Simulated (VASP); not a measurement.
A run of VASP 6.6.1 is set up as follows.

The input INCAR:

```
  PREC = Accurate
  ENCUT = 600
  EDIFF = 1E-6
  ISMEAR = -1
  SIGMA = 0.03
  LREAL = False
  LASPH = True
  NELM = 120
  ALGO = Normal
  ISIF = 2
  LWAVE = False
  LCHARG = False
  GGA = PS
  NBANDS = 39
  GGA_COMPAT = False
```

The input KPOINTS:

```
Automatic mesh
0
Gamma
  6 6 6
```

File POSCAR:

```
BeCd2O3
1.0
    2.8556184644     -3.8434960573      0.0000000000
    2.8556184644      3.8434960573      0.0000000000
    0.0000000000      0.0000000000      3.6137928917
Be Cd O
1 2 3
Direct
    0.5000000000      0.5000000000      0.0000000000
    0.0000000000      0.5000000000      0.5000000000
    0.5000000000      0.0000000000      0.5000000000
    0.3139366901      0.6860633099      0.0000000000
    0.6860633099      0.3139366901      0.0000000000
    0.0000000000      0.0000000000      0.5000000000
```

Potentials or basis: VASP PAW PBE potentials, release 64 (Be, Cd_sv_GW, O).

The run is started by

```bash
$ cat potpaw_PBE.64/Be/POTCAR potpaw_PBE.64/Cd_sv_GW/POTCAR potpaw_PBE.64/O/POTCAR > POTCAR
$ mpirun -np 1 vasp_std > vasp.out
```

(1) Predict the band gap on the k mesh.

(2) What does it give for the largest force?

(3) Estimate the pressure.

Results:

(1) zero (band 30 reaches 3.63 eV, above the bottom of band 31 at 3.45 eV).

(2) 0.054 eV/Å.

(3) -0.6 GPa.

Caveat: the PAW data sets were made with another functional, which shifts forces and pressure a little.
